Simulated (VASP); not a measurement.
Here is a VASP 6.6.1 calculation.

The input INCAR:

```
SYSTEM = CdI2
ALGO = Normal
EDIFF = 1E-6
ENCUT = 500
GGA = PE
GGA_COMPAT = .False.
ISIF = 2
ISMEAR = -1
LASPH = .True.
LCHARG = .False.
LREAL = .False.
LWAVE = .False.
NBANDS = 20
NELM = 120
PREC = Accurate
SIGMA = 0.1
```

File KPOINTS:

```
k-points
0
Gamma
  10 10 6
  0 0 0
```

Contents of POSCAR:

```
CdI2
1.0
    4.3297118284      0.0000000000      0.0000000000
   -2.1648559142      3.7496404344      0.0000000000
    0.0000000000      0.0000000000      7.8151329916
Cd I
1 2
Direct
    0.0000000000      0.0000000000      0.0000000000
    0.3333333333      0.6666666667      0.2199462841
    0.6666666667      0.3333333333      0.7800537159
```

Potentials or basis: VASP PAW PBE potentials, release 64 (Cd, I).

Command:

```bash
$ cat potpaw_PBE.64/Cd/POTCAR potpaw_PBE.64/I/POTCAR > POTCAR
$ mpirun -np 1 vasp_std > vasp.out
```

(1) Estimate the band gap on the k mesh.

(2) What does it give for the largest force?

(3) Estimate the pressure.

Results:

(1) 2.42 eV (least direct gap 2.54 eV).

(2) 0.018 eV/Å.

(3) 0.1 GPa.

Caveat: spin-orbit coupling is left out, which moves the levels of the heavy elements; this functional lacks dispersion, which binds layers or chains, so the pressure and a relaxed spacing across them are unreliable.
